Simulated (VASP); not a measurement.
The system is CsH3.

```
CELL_PARAMETERS angstrom
4.21500 0.00000 0.00000
-2.10750 3.65029 0.00000
0.00000 0.00000 4.77460
ATOMIC_POSITIONS crystal
Cs 0.33333 0.66667 0.00000
H 0.00000 0.00000 0.66819
H 0.00000 0.00000 0.33181
H 0.33333 0.66667 0.50000
```

The cell was generated, and may not be a known phase.

```yaml
Program: VASP 6.6.1
Task: relaxation of cell and atoms
Functional: PBE
Potentials_or_basis: VASP PAW PBE potentials, release 64 (Cs_sv, H)
Cutoff: 600 eV
k_mesh: 6 × 6 × 4
Occupations: gaussian, width 0.1 eV
Spin: no spin polarisation
```

At the start: pressure 0.7 GPa; volume 18.37 Å³/atom.

How do energy, volume and symmetry change on relaxing?

Over 24 steps the energy falls by 833.2 meV/atom and the volume is 42.40 Å³/atom (+130.9 %); space group P-6m2 (No. 187, to 0.1 Å) before and after.

Step by step:
```csv
step,energy change (eV),largest force (eV/Å),pressure (GPa),volume (Å³)
1,0.0000,1.9833,0.72,73.46
2,-0.6296,2.5541,1.24,74.25
3,-1.3764,2.8791,9.94,75.43
4,-1.2614,2.7540,2.79,74.95
5,-1.6320,1.9953,5.20,75.28
6,-1.6478,0.5825,7.12,75.38
7,-1.6628,1.2088,6.37,75.35
8,-1.7363,3.6606,8.42,80.44
9,-1.8073,1.1767,7.13,78.50
10,-2.3165,0.7004,6.10,86.53
11,-3.0953,1.7119,1.98,113.20
12,-3.1140,2.1389,1.45,119.86
13,-2.9193,3.2127,-0.75,125.77
14,-3.1700,0.2078,0.63,121.55
15,-3.1702,0.1135,0.66,121.46
16,-3.1903,0.1191,0.65,123.46
17,-3.2385,0.1342,0.63,129.52
18,-3.2872,0.1528,0.64,141.84
19,-3.2904,0.1545,0.66,146.90
20,-3.3195,0.0033,0.36,156.36
21,-3.3306,0.3119,-0.01,173.00
22,-3.3319,0.2401,0.07,169.01
23,-3.3058,1.2203,-0.39,173.27
24,-3.3327,0.0066,-0.01,169.61
```

Final structure:
```
Cs H
1.0
     5.95993    0.00000    0.00000
    -2.97996    5.16145    0.00000
     0.00000    0.00000    5.51380
Cs H
1 3
Direct
  0.33333 0.66667 0.00000
  0.00000 0.00000 0.56797
  0.00000 0.00000 0.43203
  0.33333 0.66667 0.50000
```

Caveat: the volume moved by over 15 % at a fixed basis, so the end points are rough.
